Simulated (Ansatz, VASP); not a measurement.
# Two plane-wave programs on MgI2

INCAR

```
PREC     = Accurate       # precision mode
ENCUT    = 520            # plane-wave cutoff, eV
EDIFF    = 1E-6           # SCF threshold, eV
ISMEAR   = 0              # smearing method
SIGMA    = 0.05           # smearing width, eV
LREAL    = False          # projectors in reciprocal space
LASPH    = True           # aspherical terms in the spheres
NELM     = 80             # most SCF steps
ALGO     = Normal         # electronic algorithm
ISIF     = 2              # what is computed and relaxed
LWAVE    = False          # write WAVECAR
LCHARG   = True           # write CHGCAR
GGA      = PE             # functional
LELF     = True           # ELF
LVHAR    = True         
NBANDS   = 15             # bands
```

The input KPOINTS:

```
regular mesh
0
Gamma
  6 6 4
```

File POSCAR:

```
MgI2
1.0
    4.1537001214      0.0000000000      0.0388370961
   -2.0768500607      3.5972098248     -0.0194185481
    0.0641597000      0.0000000000      6.8620000000
Mg I
1 2
Direct
    0.0000000000      0.0000000000      0.0000000000
    0.3333333333      0.6666666667      0.7576300000
    0.6666666667      0.3333333333      0.2423700000
```

Input for Ansatz:

```yaml
crystal:
  lattice:
    - [4.1537001214, 0.0, 0.0388370961]
    - [-2.0768500607, 3.5972098248, -0.0194185481]
    - [0.0641597, 0.0, 6.862]
  atoms:
    - { symbol: Mg, position: [0.0, 0.0, 0.0] }
    - { symbol: I, position: [0.3333333333, 0.6666666667, 0.75763] }
    - { symbol: I, position: [0.6666666667, 0.3333333333, 0.24237] }
basis:
  ecutwfc: 420
kpoints:
  mp_grid: { grid: [6, 6, 4] }
hamiltonian:
  xc: pbe
scf:
  occupations: { method: gaussian, width: 0.05 }
output:
  forces: true
  stress: true
  eigenvalues: true
```

Change from the starting cell: strain +0.0187 x Voigt [0, 0, 0, 0, 1, 0], atoms carried along.

Alike in both runs: task single point; functional PBE; k mesh 6 × 6 × 4; occupations gaussian, width 0.05 eV; no spin polarisation.

|  | VASP | Ansatz |
| --- | --- | --- |
| version | VASP 6.6.1 | Ansatz 0.2.0 |
| potentials or method | VASP PAW PBE potentials, release 64 (Mg, I), cutoff 520 eV | scalar-relativistic, plane waves, PAW |
| valence electrons in the cell | 16 | 44 |

```tsv
	VASP	Ansatz	Ansatz less VASP
gap on the k mesh at the Fermi level (eV)	3.50	3.52	+0.020
least direct gap on the mesh (eV)	3.68	3.70	+0.018
pressure (GPa)	1.2	1.3	+0.06
traceless stress, the component that is largest in VASP (GPa)	-0.32	-0.32	-0.001
rms of the force components (eV/Å)	0.029	0.032	+0.0027
```

Atom by atom the forces differ by 0.005 eV/Å (rms over components). The functional is the same, so the differences come from potentials, cutoffs and numerics. VASP's potentials hold 16 valence electrons a cell and Ansatz's 44, so a difference there can come from the potentials and not from the codes.

Neither program's run includes spin-orbit coupling.
